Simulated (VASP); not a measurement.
Ir4O, 5 atoms in the cell. The cell holds a slab with vacuum, 5 atoms: a = 2.737 Å, b = 3.870 Å, c = 19.460 Å, α = 90.00°, β = 90.00°, γ = 90.00°. 

- Program: VASP 6.6.1
- Task: single point
- Functional: PBE
- Potentials or basis: VASP PAW PBE potentials, release 64 (Ir, O)
- Cutoff: 520 eV
- k mesh: 10 × 7 × 1
- Occupations: gaussian, width 0.1 eV
- Spin: no spin polarisation
- Dipole correction: yes
- Further INCAR settings: ALGO = Normal; EDIFF = 1e-07; NBANDS = 29

Potentials or basis: VASP PAW PBE potentials, release 64 (Ir, O).

The run is started by

```console
$ cat potpaw_PBE.64/Ir/POTCAR potpaw_PBE.64/O/POTCAR > POTCAR
$ mpirun -np 1 vasp_std > vasp.out
```

Hardware: 1 thread of AMD EPYC 9R45 96-Core Processor (Zen 5), on a shared host.

Q: How long does it take, and how much memory?

A: Run time: 2.7 min on 1 thread of AMD EPYC 9R45 96-Core Processor (Zen 5), on a shared host, peak memory 0.33 GiB. Counts: scf iterations 31, k points 24.
